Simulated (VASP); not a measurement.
A run of VASP 6.6.1 is set up as follows.

The input INCAR:

```
SYSTEM = Se
PREC = Accurate
ENCUT = 520
EDIFF = 1E-6
ISMEAR = -1
SIGMA = 0.05
LREAL = .False.
LASPH = .True.
NELM = 60
ALGO = Normal
ISIF = 2
LWAVE = .False.
LCHARG = .False.
GGA = PE
NBANDS = 9
```

The input KPOINTS:

```
regular mesh
0
Gamma
  15 15 15
  0 0 0
```

Contents of POSCAR:

```
Se
1.0
    0.0000000000      1.9061546619      1.9061546619
    1.9061546619      0.0000000000      1.9061546619
    1.9061546619      1.9061546619      0.0000000000
Se
1
Direct
    0.0000000000      0.0000000000      0.0000000000
```

Potentials or basis: VASP PAW PBE potentials, release 64 (Se).

Run with:

```sh
$ cat potpaw_PBE.64/Se/POTCAR > POTCAR
$ mpirun -np 1 vasp_std > vasp.out
```

Problem. What does it give for the band gap on the k mesh?

Solution. Zero (bands 3 and 4 overlap by 9.38 eV).

Problem. Predict the pressure.

Solution. 64.8 GPa.

Caveat: the cell stands under pressure.
